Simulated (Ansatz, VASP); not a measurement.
Ta4Ge in VASP and in Ansatz

```
Ta Ge
1.0
    -2.96196    2.96196    2.96196
     2.96196   -2.96196    2.96196
     2.96196    2.96196   -2.96196
Ta Ge
4 1
Cartesian
  1.4810 1.4810 1.4810
  -1.4810 1.4810 1.4810
  1.4810 1.4810 -1.4810
  1.4810 -1.4810 1.4810
  0.0000 0.0000 0.0000
```

Change from the starting cell: species swapped into the Hg4Pt type (Im-3m, No. 229).

Alike in both runs: functional PBE; k mesh 4 × 4 × 4; occupations gaussian, width 0.2 eV; no spin polarisation.

Ansatz relaxed the structure, and its values are those at the end. VASP's run is a single point on that final structure, the one shown.

|  | VASP | Ansatz |
| --- | --- | --- |
| version | VASP 6.6.1 | Ansatz 0.2.0 |
| potentials or method | VASP PAW PBE potentials, release 64 (Ta_pv, Ge_d), cutoff 500 eV | scalar-relativistic, plane waves, PAW |
| valence electrons in the cell | 58 | 66 |

|  | VASP | Ansatz | Ansatz less VASP |
| --- | --- | --- | --- |
| gap on the k mesh at the Fermi level (eV) | none | none | - |
| pressure (GPa) | 0.7 | 0.6 | -0.08 |

A gap of «none» marks a metal or a gap that the smearing closes. The functional is the same, so the differences come from potentials, cutoffs and numerics. VASP's potentials hold 58 valence electrons a cell and Ansatz's 66, so a difference there can come from the potentials and not from the codes.

The k mesh is coarse, so the values compare programs but aren't converged. Neither program's run includes spin-orbit coupling.
